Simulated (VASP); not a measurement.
# N (P6_3/mmc) in VASP: a series of runs, part 2 of 2

VASP 6.6.1. The steps go on from the part before.

### 3 Single point, PBEsol (strain +0.080 along x and y, +0.080 along z)

INCAR

```
PREC     = Accurate       # precision mode
ENCUT    = 520            # plane-wave cutoff, eV
EDIFF    = 1E-7           # SCF threshold, eV
ISMEAR   = 0              # smearing method
SIGMA    = 0.05           # smearing width, eV
LREAL    = False          # projectors in reciprocal space
LASPH    = True           # aspherical terms in the spheres
NELM     = 60             # most SCF steps
ALGO     = Normal         # electronic algorithm
ISIF     = 2              # what is computed and relaxed
LWAVE    = False          # write WAVECAR
LCHARG   = False          # write CHGCAR
GGA      = PS             # functional
NBANDS   = 18             # bands
```

KPOINTS

```
regular mesh
0
Gamma
  6 6 4
```

POSCAR

```
N
1.0
    4.5006114355      0.0000000000      0.0000000000
   -2.2503057177      3.8976438357      0.0000000000
    0.0000000000      0.0000000000      7.5664837908
N
4
Direct
    0.3333333333      0.6666666667      0.3289300400
    0.3333333333      0.6666666667      0.1710699600
    0.6666666667      0.3333333333      0.8289300400
    0.6666666667      0.3333333333      0.6710699600
```

Potentials or basis: VASP PAW PBE potentials, release 64 (N).

Started as:

```sh
$ cat potpaw_PBE.64/N/POTCAR > POTCAR
$ mpirun -np 1 vasp_std > vasp.out
```

OUTCAR:

```text
PREC = Accurate
   ENCUT = 520
   EDIFF = 1E-7
   ISMEAR = 0
   LREAL = False
   LASPH = True
   NELM = 60
   ISIF = 2
   GGA = PS

 ion  position               nearest neighbor table
   1  0.333  0.667  0.329-   2 1.19
   2  0.333  0.667  0.171-   1 1.19
   3  0.667  0.333  0.829-   4 1.19
   4  0.667  0.333  0.671-   3 1.19

  LATTYP: Found a hexagonal cell.
 ALAT       =     4.5006114355
 C/A-ratio  =     1.6812124084

  Lattice vectors:

 A1 = (   4.5006114355,   0.0000000000,   0.0000000000)
 A2 = (  -2.2503057177,   3.8976438357,   0.0000000000)
 A3 = (   0.0000000000,   0.0000000000,   7.5664837908)

Analysis of symmetry for initial positions (statically):
[... 10 lines left out ...]

The static configuration has the point symmetry D_3d.
 The point group associated with its full space group is D_6h.

Analysis of symmetry for dynamics (positions and initial velocities):
[... 10 lines left out ...]

The dynamic configuration has the point symmetry D_3d.
 The point group associated with its full space group is D_6h.

 Subroutine INISYM returns: Found 24 space group operations
[... 5 lines left out ...]
                                     Primitive cell

  volume of cell :     132.7296

  direct lattice vectors                    reciprocal lattice vectors
     4.500611435  0.000000000  0.000000000     0.222192032  0.128282629  0.000000000
    -2.250305718  3.897643836  0.000000000     0.000000000  0.256565259  0.000000000
     0.000000000  0.000000000  7.566483791     0.000000000  0.000000000  0.132161784

  length of vectors
     4.500611435  4.500611435  7.566483791     0.256565259  0.256565259  0.132161784

  position of ions in fractional coordinates (direct lattice)
     0.333333333  0.666666667  0.328930040
     0.333333333  0.666666667  0.171069960
     0.666666667  0.333333333  0.828930040
     0.666666667  0.333333333  0.671069960

  ion indices of the primitive-cell ions
   primitive index   ion index
                 1           1
                 2           2
                 3           3
                 4           4

----------------------------------------------------------------------------------------

 KPOINTS: regular mesh

Automatic generation of k-mesh.
 Grid dimensions read from file:
 generate k-points for:    6    6    4

 Generating k-lattice:

  Cartesian coordinates                     Fractional coordinates (reciprocal lattice)
     0.037032005  0.021380438  0.000000000     0.166666667  0.000000000  0.000000000
     0.000000000  0.042760876  0.000000000     0.000000000  0.166666667  0.000000000
     0.000000000  0.000000000  0.033040446     0.000000000  0.000000000  0.250000000

  Length of vectors
     0.042760876  0.042760876  0.033040446

  Shift w.r.t. Gamma in fractional coordinates (k-lattice)
     0.000000000  0.000000000  0.000000000

 Subroutine IBZKPT returns following result:
 ===========================================

 Found     21 irreducible k-points:

 Following reciprocal coordinates:
            Coordinates               Weight
  0.000000  0.000000  0.000000      1.000000
  0.166667  0.000000  0.000000      6.000000
  0.333333  0.000000  0.000000      6.000000
  0.500000 -0.000000  0.000000      3.000000
  0.166667  0.166667  0.000000      6.000000
  0.333333  0.166667  0.000000     12.000000
[... 13 lines left out ...]
  0.333333  0.166667  0.500000     12.000000
  0.333333  0.333333  0.500000      2.000000
   k-points           NKPTS =     21   k-points in BZ     NKDIM =     21   number of bands    NBANDS=     18
   number of dos      NEDOS =    301   number of ions     NIONS =      4
   total plane-waves  NPLWV =  72576
   dimension x,y,z NGX =    36 NGY =   36 NGZ =   56
   dimension x,y,z NGXF=    72 NGYF=   72 NGZF=  112
   ions per type =               4
   NGX,Y,Z   is equivalent  to a cutoff of  13.30, 13.30, 12.30 a.u.
   NGXF,Y,Z  is equivalent  to a cutoff of  26.60, 26.60, 24.61 a.u.
 SYSTEM =  unknown system
   PREC   = accura    normal or accurate (medium, high low for compatibility)
   ISTART =      0    job   : 0-new  1-cont  2-samecut
   ICHARG =      2    charge: 1-file 2-atom 10-const
   ISPIN  =      1    spin polarized calculation?
   LNONCOLLINEAR =      F non collinear calculations
   LSORBIT =      F    spin-orbit coupling
   LASPH  =      T    aspherical Exc in radial PAW
   ENCUT  =  520.0 eV  38.22 Ry    6.18 a.u.   8.37  8.37 14.07*2*pi/ulx,y,z
   NELM   =     60;   NELMIN=  2; NELMDL= -5     # of ELM steps
   EDIFF  = 0.1E-06   stopping-criterion for ELM
   LREAL  =      F    real-space projection
   EDIFFG = 0.1E-05   stopping-criterion for IOM
   NSW    =      0    number of steps for IOM
   IBRION =     -1    ionic relax: 0-MD 1-quasi-New 2-CG
   NFREE  =      0    steps in history (QN), initial steepest desc. (CG)
   ISIF   =      2    stress and relaxation
   ISYM   =      2    0-nonsym 1-usesym 2-fastsym
   POTIM  = 0.5000    time-step for ionic-motion
   TEBEG  =    0.0;   TEEND  =   0.0 temperature during run
   PSTRESS=    0.0 pullay stress
   NELECT =      20.0000    total number of electrons
   NUPDOWN=      -1.0000    fix difference up-down
   EMIN   =  10.00;   EMAX   =-10.00  energy-range for DOS
   EFERMI =   0.00;   METHOD = LEGACY
   ISMEAR =     0;   SIGMA  =   0.05  broadening in eV -4-tet -1-fermi 0-gaus
   EFERMI_NEDOS =   21; number of points for ismear=-14 and -15
   IALGO  =     38    algorithm
   IMIX   =      4    mixing-type and parameters
     AMIX     =   0.40;   BMIX     =  1.00
     AMIX_MAG =   1.60;   BMIX_MAG =  1.00
  volume/ion in A,a.u.               =      33.18       223.93
  Fermi-wavevector in a.u.,A,eV,Ry     =   0.871155  1.646245 10.325618  0.758912
  Thomas-Fermi vector in A             =   1.990223
   LORBIT       =      0    0 simple, 1 ext, 2 COOP (PROOUT), +10 PAW based schemes
   GGA     = PS    functional components
   LHFCALC =     F    Hartree Fock is set to
   AEXX    =    0.0000 exact exchange contribution
   IVDW    =     0    specifies the selected vdW correction
   LEPSILON=     F    determine dielectric tensor
   LRPA    =     F    only Hartree local field effects (RPA)
 non-spin polarized calculation
 Gauss-broadening in eV      SIGMA  =   0.05
  energy-cutoff  :      520.00
  volume of cell :      132.73
 maximum number of plane-waves:      3616
 NGX is ok and might be reduce to    36
   NGX = 17   NGY = 17   NGZ = 29

 number of electron      20.0000000 magnetization

 Free energy of the ion-electron system (eV)
  ---------------------------------------------------
  ext. energy  EPLUGINS =         0.00000000
  ---------------------------------------------------
  free energy    TOTEN  =       -33.29968688 eV

  energy without entropy =      -33.29968688  energy(sigma->0) =      -33.29968688

 E-fermi :  -7.1945     XC(G=0):  -5.1147

 val. band max:       -7.3970504316   @ k =   0.0000   0.0000   0.0000
 cond. band min:      -0.9804280494   @ k =   0.3333   0.3333   0.0000
 fundamental gap:      6.4166223822
 Fermi energy:        -7.1945269719

 k-point     1 :       0.0000    0.0000    0.0000
  band No.  band energies     occupation
      1     -24.4840      2.00000
      2     -24.4687      2.00000
      3     -11.8187      2.00000
      4     -11.4330      2.00000
      5      -8.4816      2.00000
      6      -8.4816      2.00000
[... 10 lines left out ...]
     17       4.2854      0.00000
     18       8.3780      0.00000

 k-point     2 :       0.1667    0.0000    0.0000
  band No.  band energies     occupation
      1     -24.4813      2.00000
      2     -24.4678      2.00000
      3     -11.7892      2.00000
      4     -11.4491      2.00000
      5      -8.5287      2.00000
      6      -8.4979      2.00000
[... 10 lines left out ...]
     17       4.6314      0.00000
     18       7.0450      0.00000

 k-point     3 :       0.3333    0.0000    0.0000
  band No.  band energies     occupation
      1     -24.4753      2.00000
      2     -24.4665      2.00000
      3     -11.7163      2.00000
      4     -11.4948      2.00000
      5      -8.6318      2.00000
      6      -8.5712      2.00000
[... 349 lines left out ...]
 k-point    20 :       0.3333    0.1667    0.5000
  band No.  band energies     occupation
      1     -24.4691      2.00000
      2     -24.4691      2.00000
      3     -11.6028      2.00000
      4     -11.6028      2.00000
      5      -8.5948      2.00000
      6      -8.5948      2.00000
[... 10 lines left out ...]
     17       5.2656      0.00000
     18       5.2656      0.00000

 k-point    21 :       0.3333    0.3333    0.5000
  band No.  band energies     occupation
      1     -24.4683      2.00000
      2     -24.4683      2.00000
      3     -11.5982      2.00000
      4     -11.5982      2.00000
      5      -8.5688      2.00000
      6      -8.5688      2.00000
[... 10 lines left out ...]
     17       4.7812      0.00000
     18       4.7812      0.00000

------------------------ aborting loop because EDIFF is reached ----------------------------------------

  FORCE on cell =-STRESS in cart. coord.  units (eV):
  Direction    XX          YY          ZZ          XY          YZ          ZX
  --------------------------------------------------------------------------------------
  -------------------------------------------------------------------------------------
  Total       -0.0545758     -0.0545758    -22.0808173     -0.0000000      0.0000000      0.0000000
  in kB       -0.6587836     -0.6587836   -266.5372726     -0.0000000      0.0000000      0.0000000
  external PRESSURE =     -89.2849466 kB  Pullay stress =       0.0000000 kB

 VOLUME and BASIS-vectors are now :
 -----------------------------------------------------------------------------
  energy-cutoff  :      520.00
  volume of cell :      132.73
      direct lattice vectors                 reciprocal lattice vectors
     4.500611435  0.000000000  0.000000000     0.222192032  0.128282629  0.000000000
    -2.250305718  3.897643836  0.000000000     0.000000000  0.256565259  0.000000000
     0.000000000  0.000000000  7.566483791     0.000000000  0.000000000  0.132161784

 POSITION                                       TOTAL-FORCE (eV/Angst)
 -----------------------------------------------------------------------------------
     -0.00000      2.59843      2.48884         0.000000     -0.000000     -9.202449
     -0.00000      2.59843      1.29440         0.000000     -0.000000      9.202449
      2.25031      1.29921      6.27209        -0.000000      0.000000     -9.202449
      2.25031      1.29921      5.07764        -0.000000      0.000000      9.202449
 -----------------------------------------------------------------------------------
    total drift:                               -0.000000      0.000000     -0.000000

  FREE ENERGIE OF THE ION-ELECTRON SYSTEM (eV)
  ---------------------------------------------------
  free  energy   TOTEN  =       -33.2996868780 eV

  energy  without entropy=      -33.2996868780  energy(sigma->0) =      -33.29968688
```

Run time: 17 s. Hardware: 1 thread of Intel Xeon 6975P-C (Granite Rapids), shared host; peak memory 0.23 GiB.

What came out:

| Quantity | Value |
| --- | --- |
| Free energy | -33.2997 eV |
| Pressure | -8.9 GPa |
| Largest force | 9.202 eV/Å |
| Band gap on the k mesh | 6.42 eV, indirect (least direct gap 6.61 eV) |

Forces on the atoms (eV/Å):
```
N    0.000  0.000 -9.202
N    0.000  0.000  9.202
N    0.000  0.000 -9.202
N    0.000  0.000  9.202
```

Levels at points of the mesh, in eV from the valence-band top:
| k point | band 7 | band 8 | band 9 | band 10 | band 11 | band 12 | band 13 | band 14 |
| --- | --- | --- | --- | --- | --- | --- | --- | --- |
| (0.00, 0.00, 0.00) | -1.02 | -1.02 | -0.67 | 0.00 | 6.82 | 6.82 | 7.11 | 7.11 |
| (0.50, 0.00, 0.00) | -1.14 | -1.03 | -0.34 | -0.14 | 6.48 | 6.66 | 6.88 | 7.17 |
| (0.00, 0.00, 0.50) | -1.05 | -1.05 | -0.32 | -0.32 | 6.96 | 6.96 | 6.96 | 6.96 |
| (0.50, 0.00, 0.50) | -1.09 | -1.09 | -0.27 | -0.27 | 6.69 | 6.69 | 6.91 | 6.91 |

Caveat: the cell differs from its parent crystal (strain +0.080 along x and y, +0.080 along z); the standard files for N, O and F lose accuracy on very short bonds; the PAW data sets were made with another functional, which shifts forces and pressure a little.
